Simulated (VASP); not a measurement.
Write the native input for VASP 6.6.1 that does the following.

```
Task                   : single point
Functional             : PBE
Potentials or basis    : VASP PAW PBE potentials, release 64 (Hf_pv)
Cutoff                 : 520 eV
k mesh                 : 16 × 16 × 16
Occupations            : fermi-dirac, width 0.08 eV
Spin                   : no spin polarisation
Dipole correction      : no
Further INCAR settings : ALGO = Normal; EDIFF = 1e-06; NBANDS = 11
```

The structure of Hf lies in POSCAR:

```
Hf
1.0
   -1.8050000000      1.8050000000      1.8050000000
    1.8050000000     -1.8050000000      1.8050000000
    1.8050000000      1.8050000000     -1.8050000000
Hf
1
Direct
    0.0000000000      0.0000000000      0.0000000000
```

One way to write it, as run:

INCAR

```
SYSTEM = Hf
PREC     = Accurate       ! precision mode
ENCUT    = 520            ! plane-wave cutoff, eV
EDIFF    = 1E-6           ! SCF threshold, eV
ISMEAR   = -1             ! smearing method
SIGMA    = 0.08           ! smearing width, eV
LREAL    = .False.        ! projectors in reciprocal space
LASPH    = .True.         ! aspherical terms in the spheres
NELM     = 100            ! most SCF steps
ALGO     = Normal         ! electronic algorithm
ISIF     = 2              ! what is computed and relaxed
LWAVE    = .False.        ! write WAVECAR
LCHARG   = .False.        ! write CHGCAR
GGA      = PE             ! functional
NBANDS   = 11             ! bands
```

KPOINTS

```
Automatic mesh
0
Gamma
  16 16 16
  0 0 0
```

Potentials or basis: VASP PAW PBE potentials, release 64 (Hf_pv).

Launch:

```console
$ cat potpaw_PBE.64/Hf_pv/POTCAR > POTCAR
$ mpirun -np 1 vasp_std > vasp.out
```

It gave:

| Item | Value |
| --- | --- |
| Pressure | -5.1 GPa |
| Band gap on the k mesh | zero (band 5 reaches 5.73 eV, above the bottom of band 6 at 3.55 eV) |

Caveat: spin-orbit coupling is left out, which moves the levels of the heavy elements.

Run time: 32 s on 1 thread of AMD EPYC 7R43 64-Core Processor (Zen 3) (shared host), peak memory 0.13 GiB.
